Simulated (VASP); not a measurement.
A run of VASP 6.6.1 is set up as follows.

The input INCAR:

```
SYSTEM = PbI2
PREC = Accurate
ENCUT = 500
EDIFF = 1E-6
ISMEAR = 0
SIGMA = 0.02
LREAL = .False.
LASPH = .True.
NELM = 120
ALGO = Normal
ISIF = 2
LWAVE = .False.
LCHARG = .False.
GGA = PS
NBANDS = 21
GGA_COMPAT = .False.
```

File KPOINTS:

```
Automatic mesh
0
Gamma
  9 9 4
  0 0 0
```

The input POSCAR:

```
PbI2
1.0
    4.5452125535      0.0000000000      0.0000000000
   -2.2726062768      3.9362695370      0.0000000000
    0.0000000000      0.0000000000      7.0651541109
Pb I
1 2
Direct
    0.0000000000      0.0000000000      0.0000000000
    0.3333333333      0.6666666667      0.2632513231
    0.6666666667      0.3333333333      0.7367486769
```

Potentials or basis: VASP PAW PBE potentials, release 64 (Pb_d, I).

Run with:

```console
$ cat potpaw_PBE.64/Pb_d/POTCAR potpaw_PBE.64/I/POTCAR > POTCAR
$ mpirun -np 1 vasp_std > vasp.out
```

Question: Predict the pressure.

Answer: 0.0 GPa.

Question: Estimate the band gap on the k mesh.

Answer: 2.15 eV.

Caveat: the PAW data sets were made with another functional, which shifts forces and pressure a little; spin-orbit coupling is left out, which moves the levels of the heavy elements; this functional lacks dispersion, which binds layers or chains, so the pressure and a relaxed spacing across them are unreliable. A k mesh can miss the band edges.
